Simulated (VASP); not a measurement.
Wanted: the native input for a VASP 6.6.1 run.

```
Task                   : single point
Functional             : PBE
Potentials or basis    : VASP PAW PBE potentials, release 64 (Rh_pv)
Cutoff                 : 520 eV
k mesh                 : 16 × 16 × 16
Occupations            : fermi-dirac, width 0.08 eV
Spin                   : no spin polarisation
Dipole correction      : no
Further INCAR settings : ALGO = Normal; EDIFF = 1e-06; NBANDS = 14
```

The structure of Rh lies in POSCAR:

```
Rh
1.0
    0.0000000000      1.9205655000      1.9015500000
    1.9205655000      0.0000000000      1.9015500000
    1.9205655000      1.9205655000      0.0000000000
Rh
1
Direct
    0.0000000000      0.0000000000      0.0000000000
```

This cell differs from its parent crystal: equal xx and yy strain of +1 %.

The input as run:

INCAR

```
PREC     = Accurate       # precision mode
ENCUT    = 520            # plane-wave cutoff, eV
EDIFF    = 1E-6           # SCF threshold, eV
ISMEAR   = -1             # smearing method
SIGMA    = 0.08           # smearing width, eV
LREAL    = False          # projectors in reciprocal space
LASPH    = True           # aspherical terms in the spheres
NELM     = 100            # most SCF steps
ALGO     = Normal         # electronic algorithm
ISIF     = 2              # what is computed and relaxed
LWAVE    = False          # write WAVECAR
LCHARG   = False          # write CHGCAR
GGA      = PE             # functional
NBANDS   = 14             # bands
```

KPOINTS

```
regular mesh
0
Gamma
  16 16 16
```

Potentials or basis: VASP PAW PBE potentials, release 64 (Rh_pv).

Launch:

```bash
$ cat potpaw_PBE.64/Rh_pv/POTCAR > POTCAR
$ mpirun -np 1 vasp_std > vasp.out
```

Results of the run:

```json
{
 "Pressure": "0.6 GPa"
}
```

Caveat: the cell differs from its parent crystal (equal xx and yy strain of +1 %).

Wall time 37 s on 1 thread of Intel Xeon 6975P-C, on a shared host, peak memory 0.17 GiB.
